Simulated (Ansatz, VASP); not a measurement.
**C in VASP and in Ansatz**

Contents of INCAR:

```
SYSTEM = C
ALGO = Normal ; EDIFF = 1E-6
ENCUT = 520 ; GGA = PE
ISIF = 2 ; ISMEAR = 0
LASPH = .True. ; LCHARG = .False.
LREAL = .False. ; LWAVE = .False.
NBANDS = 16 ; NELM = 60
PREC = Accurate ; SIGMA = 0.03
```

File KPOINTS:

```
k-points
0
Gamma
  15 15 4
  0 0 0
```

POSCAR

```
C
1.0
    2.4665665061      0.0000000000      0.0000000000
   -1.2332832531      2.1361092544      0.0000000000
    0.0000000000      0.0000000000      8.5267424969
C
4
Direct
    1.0000000000      1.0000000000      0.2500000000
    0.0000000000      0.0000000000      0.7500000000
    0.3333333333      0.6666666667      0.2500000000
    0.6666666667      0.3333333333      0.7500000000
```

Input for Ansatz:

```yaml
crystal:
  lattice:
    - [2.4665665061, 0.0, 0.0]
    - [-1.2332832531, 2.1361092544, 0.0]
    - [0.0, 0.0, 8.5267424969]
  atoms:
    - { symbol: C, position: [1.0, 1.0, 0.25] }
    - { symbol: C, position: [0.0, 0.0, 0.75] }
    - { symbol: C, position: [0.3333333333, 0.6666666667, 0.25] }
    - { symbol: C, position: [0.6666666667, 0.3333333333, 0.75] }
hamiltonian:
  xc: pbe
  pseudopotentials:
    kind: paw
    azcp:
      C: "pseudopotentials/C.paw.azcp"
basis:
  ecutwfc: 420
  fft_grid_basis: typed
kpoints:
  mp_grid: { grid: [15, 15, 4], shift: [0, 0, 0] }
magnetization:
  spin_polarized: false
scf:
  occupations: { method: gaussian, width: 0.03 }
  lower_state_search: "off"
output:
  stress: true
  write_density: true
  write_potential: true
  elf: true
  volumetric_format: npy
```

Alike in both runs: task single point; functional PBE; k mesh 15 × 15 × 4; occupations gaussian, width 0.03 eV; no spin polarisation.

```csv
,VASP,Ansatz
version,VASP 6.6.1,Ansatz 0.2.0
potentials or method,"VASP PAW PBE potentials, release 64 (C), cutoff 520 eV","plane waves (420 eV) with PAW, scalar-relativistic"
valence electrons in the cell,16,16
```

```tsv
	VASP	Ansatz	Ansatz less VASP
pressure (GPa)	0.4	0.0	-0.35
traceless stress, the component that is largest in VASP (GPa)	-0.40	0.01	+0.410
```

With one functional, cell and mesh, what is left measures potentials, basis and numerics.
